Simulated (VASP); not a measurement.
The system is KCl (Sylvite).

```
K Cl
1.0
     0.00000    3.14647    3.14647
     3.14647    0.00000    3.14647
     3.14647    3.14647    0.00000
K Cl
1 1
Direct
  0.00000 0.00000 0.00000
  0.50000 0.50000 0.50000
```

Program: VASP 6.6.1. Alike in all runs: task single point; cell as given; cutoff (eV) 520.

Q: Order these runs on this cell by their band gap on the k mesh, lowest first.
A. level r2SCAN; potentials or basis VASP PAW PBE potentials, release 64 (K_sv, Cl); spin off; k mesh 8 × 8 × 8; smearing gaussian 0.01 eV
B. level PBEsol+D3(BJ); potentials or basis VASP PAW PBE potentials, release 64 (K_sv, Cl); spin off; k mesh 7 × 7 × 7; smearing fermi-dirac 0.05 eV
C. level BLYP+D3(BJ); potentials or basis VASP PAW PBE potentials, release 64 (K_sv, Cl); spin collinear, ferromagnetic start; k mesh 7 × 7 × 7; smearing gaussian 0.1 eV
D. level LDA; potentials or basis VASP PAW LDA potentials, release 64 (K_sv, Cl); spin off; k mesh 6 × 6 × 6; smearing fermi-dirac 0.05 eV
E. level RPBE; potentials or basis VASP PAW PBE potentials, release 64 (K_sv, Cl); spin off; k mesh 7 × 7 × 7; smearing gaussian 0.1 eV

A: D (4.75 eV), B (5.02 eV), C (5.18 eV), E (5.54 eV), A (5.83 eV).

Caveats: three body term missing (some runs).

A k mesh can miss the band edges, odd and even meshes differently.
